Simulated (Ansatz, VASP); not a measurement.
**Two plane-wave programs on Ge2Sb2Te5**

```
Te Sb Ge
1.0
     4.23312    0.00000    0.00000
    -2.11656    3.66599    0.00000
     0.00000    0.00000   17.44583
Te Sb Ge
5 2 2
Direct
  0.00000 0.00000 0.00000
  0.66667 0.33333 0.21244
  0.33333 0.66667 0.42292
  0.66667 0.33333 0.57708
  0.33333 0.66667 0.78756
  0.33333 0.66667 0.11355
  0.66667 0.33333 0.88645
  0.00000 0.00000 0.34088
  0.00000 0.00000 0.65912
```

Alike in both runs: functional PBE; dispersion D3(BJ); k mesh 10 × 10 × 2; occupations gaussian, width 0.03 eV; no spin polarisation.

Ansatz relaxed the structure, and its values are those at the end. VASP's run is a single point on that final structure, the one shown.

```csv
,VASP,Ansatz
version,VASP 6.6.1,Ansatz 0.2.0
potentials or method,"VASP PAW PBE potentials, release 64 (Te, Sb, Ge_d)","scalar-relativistic, plane waves, PAW"
plane-wave cutoff (eV),520,420
valence electrons in the cell,68,138
```

```csv
,VASP,Ansatz,Ansatz less VASP
gap on the k mesh at the Fermi level (eV),0.06,0.06,+0.006
least direct gap on the mesh (eV),0.22,0.21,-0.008
pressure (GPa),0.0,0.0,+0.01
rms of the force components (eV/Å),0.009,0.000,-0.0091
```

VASP's potentials hold 68 valence electrons a cell and Ansatz's 138, so a difference there can come from the potentials and not from the codes. Ansatz's warnings: dispersion switch in reach, relaxed geometry near dispersion switch.

Neither program's run includes spin-orbit coupling.
